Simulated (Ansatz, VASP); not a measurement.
# Ag in VASP and in Ansatz

```xyz
5
Lattice="3.3724 -3.3675 0.0000 3.3724 3.3675 0.0000 0.0000 0.0000 8.8127" Properties=species:S:1:pos:R:3 pbc="T T T"
Ag    1.6862   -1.6837    2.7253
Ag    1.6862    1.6837    6.0874
Ag    1.6862    1.6837    2.7253
Ag    1.6862   -1.6837    6.0874
Ag    0.0000    0.0000    0.0000
```

Alike in both runs: task single point; functional PBEsol; k mesh 4 × 4 × 2; occupations gaussian, width 0.1 eV; no spin polarisation.

```csv
,VASP,Ansatz
version,VASP 6.6.1,Ansatz 0.2.0
potentials or method,"VASP PAW PBE potentials, release 64 (Ag), cutoff 520 eV","scalar-relativistic, plane waves, PAW"
valence electrons in the cell,55,95
```

|  | VASP | Ansatz | Ansatz less VASP |
| --- | --- | --- | --- |
| gap on the k mesh at the Fermi level (eV) | none | none | - |
| pressure (GPa) | -8.2 | -8.1 | +0.02 |
| traceless stress, the component that is largest in VASP (GPa) | 0.57 | 0.57 | -0.001 |
| rms of the force components (eV/Å) | 0.018 | 0.018 | +0.0002 |

VASP's potentials were made for PBE, not for PBEsol. Atom by atom the forces differ by 0.000 eV/Å (rms over components). A gap of «none» marks a metal or a gap that the smearing closes. With one functional, cell and mesh, what is left measures potentials, basis and numerics. VASP's potentials hold 55 valence electrons a cell and Ansatz's 95, so a difference there can come from the potentials and not from the codes.
